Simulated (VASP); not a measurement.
Runs of VASP 6.6.1 on HfO2. The structure is that of space group P4_2/nmc (No. 137), or close to it. The cells are those of the table. 

```csv
task,level,potentials or basis,U,cell,k mesh,smearing,k mesh for the DOS,occupations for the DOS,gap on the mesh (eV),pressure (GPa),largest force (eV/Å)
dielectric tensor,RPBE,"VASP PAW PBE potentials, release 64 (Hf_pv, O)",-,"a = 3.558, b = 3.558, c = 5.172 Å, 6 atoms",8 × 8 × 5,gaussian 0.01 eV,-,-,4.83,-,-
dielectric tensor,PBE,"VASP PAW PBE potentials, release 64 (Hf_pv, O)",-,"a = 3.558, b = 3.558, c = 5.172 Å, 6 atoms",6 × 6 × 6,gaussian 0.01 eV,-,-,4.76,-,-
single point,LDA,"VASP PAW LDA potentials, release 64 (Hf_pv, O)",-,"a = 3.628, b = 3.628, c = 5.273 Å, 6 atoms",8 × 8 × 5,fermi-dirac 0.05 eV,-,-,4.33,-20.1,(b)
single point,r2SCAN,"VASP PAW PBE potentials, release 64 (Hf_pv, O)",-,"a = 3.510, b = 3.510, c = 5.102 Å, 6 atoms",8 × 8 × 5,fermi-dirac 0.05 eV,-,-,5.46,12.5,0.25
single point,PBE,"VASP PAW PBE potentials, release 64 (Hf_pv, O)",-,"a = 3.605, b = 3.605, c = 5.240 Å, 6 atoms",8 × 8 × 5,fermi-dirac 0.05 eV,-,-,(a),-3.3,0.12
single point,PBE,"VASP PAW PBE potentials, release 64 (Hf_pv, O)",-,"a = 3.582, b = 3.582, c = 5.206 Å, 6 atoms",8 × 8 × 5,fermi-dirac 0.05 eV,-,-,4.68,1.4,0.01
single point,PBE,"VASP PAW PBE potentials, release 64 (Hf_pv, O)",-,"a = 3.558, b = 3.558, c = 5.172 Å, 6 atoms",8 × 8 × 5,gaussian 0.011 eV,-,-,4.76,6.5,0.10
```

Alike in all rows: no spin polarisation; cutoff (eV) 520.

Fill in the values left out.

(a) 4.60; (b) 0.31.

Caveats: spin-orbit coupling is left out, which moves the levels of the heavy elements; the PAW data sets were made with another functional, which shifts forces and pressure a little (some runs).

A k mesh can miss the band edges, and the runs leave out spin-orbit coupling on Hf.
